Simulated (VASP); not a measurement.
Runs of VASP 6.6.1 on GaAs. The structure is that of space group F-43m (No. 216), or close to it. The cells are those of the table. 

```tsv
task	cell	gap on the mesh (eV)	pressure (GPa)
electric field gradients	a = 4.029, b = 4.029, c = 3.939 Å, angles 60.7, 60.7, 58.5°, 2 atoms	0.41	3.5
single point	a = 4.058, b = 4.058, c = 4.118 Å, angles 59.5, 59.5, 61.0°, 2 atoms	-	(c)
single point	a = 3.998 Å, angles 60.0°, 2 atoms	(a)	3.5
electric field gradients	a = 3.957 Å, angles 60.0°, 2 atoms	0.75	6.0
single point	a = 3.917 Å, angles 60.0°, 2 atoms	0.99	8.9
single point	a = 4.050 Å, angles 60.0°, 2 atoms	(b)	0.7
single point	a = 4.011 Å, angles 60.0°, 2 atoms	0.45	2.7
electric field gradients	a = 3.971 Å, angles 60.0°, 2 atoms	0.67	5.1
single point	a = 3.957 Å, angles 60.0°, 2 atoms	0.75	6.0
single point	a = 3.916 Å, angles 60.0°, 2 atoms	1.00	8.9
electric field gradients	a = 3.916 Å, angles 60.0°, 2 atoms	1.00	8.9
```

Alike in all rows: level PBE; potentials or basis VASP PAW PBE potentials, release 64 (Ga_d, As); no spin polarisation; k mesh 11 × 11 × 11; cutoff (eV) 520; smearing fermi-dirac 0.05 eV.

Estimate the missing entries.

(a) 0.52; (b) 0.23; (c) -0.5.

A k mesh can miss the band edges, and the runs leave out spin-orbit coupling on As, Ga.
